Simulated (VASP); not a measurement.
# W (a cell with a defect): single point with PBE+D3(BJ)

The system is W (a cell with a defect).

```xyz
15
Lattice="6.3200 0.0000 0.0000 0.0000 6.3200 0.0000 0.0000 0.0000 6.3200" Properties=species:S:1:pos:R:3 pbc="T T T"
W    -1.5633    1.5633    1.5633
W     3.1600    0.0000    0.0000
W     0.0000    3.1600    0.0000
W     0.0000    0.0000    3.1600
W     1.5633    1.5633    1.5633
W     3.1600    3.1600    0.0000
W     3.1600    0.0000    3.1600
W     0.0000    3.1600    3.1600
W     1.5633    4.7567    1.5633
W     1.5633    1.5633    4.7567
W     3.1600    3.1600    3.1600
W     4.7567    4.7567    1.5633
W     4.7567    1.5633    4.7567
W     1.5633    4.7567    4.7567
W     4.7567    4.7567    4.7567
```

| Quantity | Value |
| --- | --- |
| Program | VASP 6.6.1 |
| Task | single point |
| Functional | PBE |
| Dispersion | D3(BJ) |
| Potentials or basis | VASP PAW PBE potentials, release 64 (W_sv) |
| Cutoff | 520 eV |
| k mesh | 3 × 3 × 3 |
| Occupations | gaussian, width 0.05 eV |
| Spin | no spin polarisation |
| Dipole correction | no |
| Further INCAR settings | LREAL = Auto; ALGO = Normal; EDIFF = 1e-07; NBANDS = 118 |

```
Pressure                   : -6.5 GPa
Largest force              : 0.003 eV/Å
Band gap on the k mesh     : zero (bands 105 and 106 overlap by 0.01 eV)
Dispersion energy per atom : -0.654 eV
```

Forces on the atoms (eV/Å):
```
W   -0.002  0.002  0.002
W    0.000  0.000  0.000
W    0.000  0.000  0.000
W    0.000  0.000  0.000
W    0.002  0.002  0.002
W    0.000  0.000  0.000
W    0.000  0.000  0.000
W    0.000  0.000  0.000
W    0.002 -0.002  0.002
W    0.002  0.002 -0.002
W    0.000  0.000  0.000
W   -0.002 -0.002  0.002
W   -0.002  0.002 -0.002
W    0.002 -0.002 -0.002
W   -0.002 -0.002 -0.002
```

Levels at points of the mesh, in eV from the Fermi level:
```tsv
k point	band 102	band 103	band 104	band 105	band 106	band 107	band 108	band 109
(0.00, 0.00, 0.00)	-0.15	-0.06	-0.06	-0.06	1.06	1.06	1.06	1.13
```

Wall time 3.3 min on 1 thread of AMD EPYC 9R45 96-Core Processor (Zen 5), with other jobs on the host, peak memory 0.33 GiB.

Caveat: spin-orbit coupling is left out, which moves the levels of the heavy elements.
